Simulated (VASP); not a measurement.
CoH4, 5 atoms in the cell. It takes space group P6/mmm (No. 191, hexagonal). Conventional cell: a = 3.297 Å, b = 3.297 Å, c = 3.121 Å, α = 90.00°, β = 90.00°, γ = 120.00°. Within 2.1 Å of Co (site symmetry 6/mmm) lie 8 H at 1.56 to 1.65 Å. H (site symmetry mmm) has 2 Co at 1.65 Å and 4 H at 1.65 Å within 2.2 Å. Within 2.1 Å of H (site symmetry 6/mmm) lie 2 Co at 1.56 Å. 

| Property | Result |
| --- | --- |
| Program | VASP 6.6.1 |
| Task | relaxation of cell and atoms |
| Functional | PBE |
| Potentials or basis | VASP PAW PBE potentials, release 64 (Co, H) |
| Cutoff | 600 eV |
| k mesh | 12 × 12 × 12 |
| Occupations | gaussian, width 0.1 eV |
| Spin | no spin polarisation |
| Dipole correction | no |
| Further INCAR settings | ALGO = Normal; EDIFF = 1e-06; IBRION = 2; EDIFFG = -0.01; NSW = 100; ISIF = 3 |

Potentials or basis: VASP PAW PBE potentials, release 64 (Co, H).

Launch:

```bash
$ cat potpaw_PBE.64/Co/POTCAR potpaw_PBE.64/H/POTCAR > POTCAR
$ mpirun -np 1 vasp_std > vasp.out
```

Hardware: 1 thread of Intel Xeon 6975P-C, on a shared host.

Q: How long does it take, and how much memory?

A: It took 58 s on 1 thread of Intel Xeon 6975P-C, with other jobs on the host, peak memory 0.2 GiB. Counts: scf iterations 19, k points 133, ion steps 2.
